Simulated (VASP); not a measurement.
Runs of VASP 6.6.1 on Ag. The structure is that of space group Fm-3m (No. 225), or close to it. The cells are those of the table. 

| task | cell | cutoff (eV) | k mesh for the DOS | occupations for the DOS | gap on the mesh (eV) | pressure (GPa) |
| --- | --- | --- | --- | --- | --- | --- |
| single point | a = 3.027 Å, angles 60.0°, 1 atom | 520 | - | - | none | -6.6 |
| single point | a = 2.962 Å, angles 60.0°, 1 atom | 520 | - | - | none | (a) |
| relaxation of cell and atoms | relaxed from a = 2.889 Å, angles 60.0°, 1 atom | 600 | - | - | none | 0.0 |
| single point | a = 2.842 Å, angles 60.0°, 1 atom | 520 | - | - | none | (b) |
| single point | a = 2.903 Å, angles 60.0°, 1 atom | 520 | - | - | none | 3.0 |
| single point | a = 2.990 Å, angles 60.0°, 1 atom | 520 | - | - | none | -4.6 |
| single point | a = 2.932 Å, angles 60.0°, 1 atom | 520 | - | - | none | -0.1 |

Alike in all rows: level PBE; potentials or basis VASP PAW PBE potentials, release 64 (Ag); no spin polarisation; k mesh 18 × 18 × 18; smearing gaussian 0.1 eV.

**Question.** Estimate the missing entries.

**Answer.** (a) -2.6; (b) 11.2.

A k mesh can miss the band edges, and the runs leave out spin-orbit coupling on Ag.

A gap of «none» marks levels without a gap at the run's occupations.
